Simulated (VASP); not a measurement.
Here is a VASP 6.6.1 calculation.

Contents of POSCAR:

```
MnS
1.0
    0.0000000000      2.4734634191      2.4734634191
    2.4734634191      0.0000000000      2.4734634191
    2.4734634191      2.4734634191      0.0000000000
Mn S
1 1
Direct
    0.0000000000      0.0000000000      0.0000000000
    0.7500000000      0.7500000000      0.7500000000
```

INCAR.step1

```
SYSTEM = MnS
PREC = Accurate
ENCUT = 520
ISMEAR = -1
SIGMA = 0.05
LREAL = .FALSE.
LASPH = .TRUE.
NELM = 150
ISPIN = 2
MAGMOM = 4 0
LMAXMIX = 4
LDAU = .TRUE.
LDAUTYPE = 2
LDAUL = 2 -1
LDAUU = 1 0
LDAUJ = 0 0
NBANDS = 20
GGA = PE
ALGO = Normal
EDIFF = 1E-4
LWAVE = .TRUE.
LCHARG = .FALSE.
```

File INCAR.step2:

```
SYSTEM = MnS
PREC = Accurate
ENCUT = 520
EDIFF = 1E-7
ISMEAR = -1
SIGMA = 0.05
LREAL = .FALSE.
LASPH = .TRUE.
NELM = 150
ALGO = Normal
ISIF = 2
LWAVE = .FALSE.
LCHARG = .FALSE.
ISPIN = 2
MAGMOM = 4 0
LORBIT = 11
LMAXMIX = 4
LDAU = .TRUE.
LDAUTYPE = 2
LDAUL = 2 -1
LDAUU = 1 0
LDAUJ = 0 0
LDAUPRINT = 1
METAGGA = R2SCAN
LMIXTAU = .TRUE.
NBANDS = 20
ISTART = 1
```

Contents of KPOINTS:

```
regular mesh
0
G
  9 9 9
  0 0 0
```

Potentials or basis: VASP PAW PBE potentials, release 64 (Mn_pv, S).

Command:

```sh
$ cat potpaw_PBE.64/Mn_pv/POTCAR potpaw_PBE.64/S/POTCAR > POTCAR
$ cp INCAR.step1 INCAR
$ mpirun -np 1 vasp_std > vasp.out
$ cp INCAR.step2 INCAR
$ mpirun -np 1 vasp_std > vasp.out
```

(1) Predict the site moments.

(2) What does it give for the pressure?

(3) Predict the net moment.

Results:

(1) Mn +3.84; S +0.01 μB.

(2) 42.7 GPa.

(3) 4.14 μB per cell.

Caveat: the cell stands under pressure; the PAW data sets were made with another functional, which shifts forces and pressure a little; a cell with one magnetic atom can't hold antiferromagnetic order, which such compounds often take.
